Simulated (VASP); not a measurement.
CoSi2: single point with PBEsol

CoSi2:

```
Co Si
1.0
     0.00000    2.69133    2.69133
     2.69133    0.00000    2.69133
     2.69133    2.69133    0.00000
Co Si
1 2
Direct
  0.00000 0.00000 0.00000
  0.25000 0.25000 0.25000
  0.75000 0.75000 0.75000
```

```yaml
Program: VASP 6.6.1
Task: single point
Functional: PBEsol
Potentials_or_basis: VASP PAW PBE potentials, release 64 (Co, Si)
Cutoff: 520 eV
k_mesh: 14 × 14 × 14
Occupations: gaussian, width 0.15 eV
Spin: collinear spin, ferromagnetic start
Starting_moments: "[0.825, 0.0, 0.0] μB"
Fixed_moment: 0.825 μB
Dipole_correction: no
Further_INCAR_settings: ALGO = Normal; EDIFF = 1e-07; NBANDS = 20
```

```
Pressure                                              : -4.4 GPa
Net moment                                            : 0.82 μB per cell
Site moments                                          : Co +0.50; Si +0.06 μB
Valence electrons inside the program's atomic spheres : Co 8.81; Si 1.58
```

Run time: 3 min on 1 thread of AMD EPYC 7R43 64-Core Processor (Zen 3), with other jobs on the host, peak memory 0.22 GiB.

Caveat: the PAW data sets were made with another functional, which shifts forces and pressure a little; the total moment is fixed, so each spin has its own Fermi level.
